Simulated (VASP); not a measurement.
Write the native input for VASP 6.6.1 that does the following.

```yaml
Task: single point
Functional: PBE
Potentials_or_basis: VASP PAW PBE potentials, release 64 (Cd, Ag)
Cutoff: 520 eV
k_mesh: 14 × 14 × 1
Occupations: fermi-dirac, width 0.05 eV
Spin: no spin polarisation
Dipole_correction: yes
Further_INCAR_settings: ALGO = Normal; EDIFF = 1e-06; NBANDS = 42
```

The structure of CdAg5 lies in POSCAR:

```
CdAg5
1.0
    2.9322829450      0.0000000000      0.0000000000
   -1.4661414725      2.5394315215      0.0000000000
    0.0000000000      0.0000000000     27.9710000000
Cd Ag
1 5
Direct
    0.1666666667      0.3333333333      0.2875581835
    0.5000000000      1.0000000000      0.3725977613
    0.8333333333      0.6666666667      0.4575421627
    0.1666666667      0.3333333333      0.5424578369
    0.5000000000      1.0000000000      0.6274022385
    0.8333333333      0.6666666667      0.7124418163
```

The input as run:

INCAR

```
SYSTEM = CdAg5
PREC     = Accurate       ! precision mode
ENCUT    = 520            ! plane-wave cutoff, eV
EDIFF    = 1E-6           ! SCF threshold, eV
ISMEAR   = -1             ! smearing method
SIGMA    = 0.05           ! smearing width, eV
LREAL    = .False.        ! projectors in reciprocal space
LASPH    = .True.         ! aspherical terms in the spheres
NELM     = 60             ! most SCF steps
ALGO     = Normal         ! electronic algorithm
ISIF     = 2              ! what is computed and relaxed
LWAVE    = .False.        ! write WAVECAR
LCHARG   = .True.         ! write CHGCAR
LDIPOL   = .True.       
IDIPOL   = 3            
DIPOL    = 0.5 0.5 0.500
GGA      = PE             ! functional
LELF     = .True.         ! ELF
LVHAR    = .True.       
LVACPOTAV= .True.       
NBANDS   = 42             ! bands
```

KPOINTS

```
regular mesh
0
Gamma
  14 14 1
  0 0 0
```

Potentials or basis: VASP PAW PBE potentials, release 64 (Cd, Ag).

Launch:

```console
$ cat potpaw_PBE.64/Cd/POTCAR potpaw_PBE.64/Ag/POTCAR > POTCAR
$ mpirun -np 1 vasp_std > vasp.out
```

Results of the run:

```
Largest force          : 0.482 eV/Å
Band gap on the k mesh : zero (an odd number of electrons rules out a gap without spin polarisation)
```

Run time: 9.8 min on 1 thread of Intel Xeon 8259CL (shared host), peak memory 0.44 GiB.
